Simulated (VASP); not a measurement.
A run of VASP 6.6.1:

Contents of INCAR:

```
SYSTEM = TiO2
  PREC = Accurate
  ENCUT = 600
  EDIFF = 1E-6
  ISMEAR = 0
  SIGMA = 0.05
  LREAL = .False.
  LASPH = .True.
  NELM = 200
  ALGO = Normal
  ISIF = 2
  LWAVE = .False.
  LCHARG = .False.
  LMAXMIX = 4
  LDAU = .True.
  LDAUTYPE = 2
  LDAUL = 2 -1
  LDAUU = 4 0
  LDAUJ = 0 0
  LDAUPRINT = 1
  GGA = PE
  NBANDS = 33
  GGA_COMPAT = .False.
```

Contents of KPOINTS:

```
regular mesh
0
Gamma
  8 8 8
  0 0 0
```

POSCAR

```
TiO2
1.0
   -1.8134000000      1.8134000000      4.8887928505
    1.8134000000     -1.8134000000      4.8887928505
    1.8134000000      1.8134000000     -4.8887928505
Ti O
2 4
Direct
    0.0000000000      0.0000000000      0.0000000000
    0.7500000000      0.2500000000      0.5000000000
    0.2052682436      0.2052682436      0.0000000000
    0.9552682436      0.4552682436      0.5000000000
    0.5447317564      0.0447317564      0.5000000000
    0.7947317564      0.7947317564      0.0000000000
```

Potentials or basis: VASP PAW PBE potentials, release 64 (Ti_sv, O).

The run is started by

```bash
$ cat potpaw_PBE.64/Ti_sv/POTCAR potpaw_PBE.64/O/POTCAR > POTCAR
$ mpirun -np 1 vasp_std > vasp.out
```

Hardware: 1 thread of Oxide Virtual Turin-like Processor, with other jobs on the host.

How long does it take, and how much memory?

It took 10 min on 1 thread of Oxide Virtual Turin-like Processor, on a shared host, peak memory 0.35 GiB. Counts: scf iterations 15, k points 59.
